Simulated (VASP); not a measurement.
Set up this calculation in VASP 6.6.1, as the native input.

- Task: single point
- Functional: PBEsol
- Potentials or basis: VASP PAW PBE potentials, release 64 (Ir, O)
- Cutoff: 600 eV
- k mesh: 5 × 5 × 7
- Occupations: fermi-dirac, width 0.02 eV
- Spin: collinear spin
- Starting moments: [0.5, 0.5, 0.0, 0.0, 0.0, 0.0] μB
- Dipole correction: no
- Further INCAR settings: ALGO = Normal; EDIFF = 1e-06; NBANDS = 34

The structure of IrO2 lies in POSCAR:

```
IrO2
1.0
    4.5051000000      0.0000000000      0.0000000000
    0.0000000000      4.5051000000      0.0000000000
    0.0000000000      0.0000000000      3.1586000000
Ir O
2 4
Direct
    0.0000000000      0.0000000000      0.0000000000
    0.5000000000      0.5000000000      0.5000000000
    0.3077000000      0.3077000000      0.0000000000
    0.1923000000      0.8077000000      0.5000000000
    0.6923000000      0.6923000000      0.0000000000
    0.8077000000      0.1923000000      0.5000000000
```

One way to write it, as run:

INCAR

```
ALGO = Normal
EDIFF = 1E-6
ENCUT = 600
GGA = PS
GGA_COMPAT = F
ISIF = 2
ISMEAR = -1
ISPIN = 2
LASPH = T
LCHARG = F
LMAXMIX = 4
LORBIT = 11
LREAL = F
LWAVE = F
MAGMOM = 0.5 0.5 0 0 0 0
NBANDS = 34
NELM = 200
PREC = Accurate
SIGMA = 0.02
```

KPOINTS

```
k-points
0
Gamma
  5 5 7
```

Potentials or basis: VASP PAW PBE potentials, release 64 (Ir, O).

Run with:

```bash
$ cat potpaw_PBE.64/Ir/POTCAR potpaw_PBE.64/O/POTCAR > POTCAR
$ mpirun -np 1 vasp_std > vasp.out
```

It gave:

```
Pressure                                              : -1.9 GPa
Largest force                                         : 0.148 eV/Å
Net moment                                            : 0.31 μB per cell
Site moments                                          : Ir +0.09; O +0.03 μB
Valence electrons inside the program's atomic spheres : Ir 8.35; O 4.98
```

Caveat: the PAW data sets were made with another functional, which shifts forces and pressure a little.

It took 2 min on 1 thread of AMD EPYC 7R43 64-Core Processor (Zen 3), with other jobs on the host, peak memory 0.23 GiB.
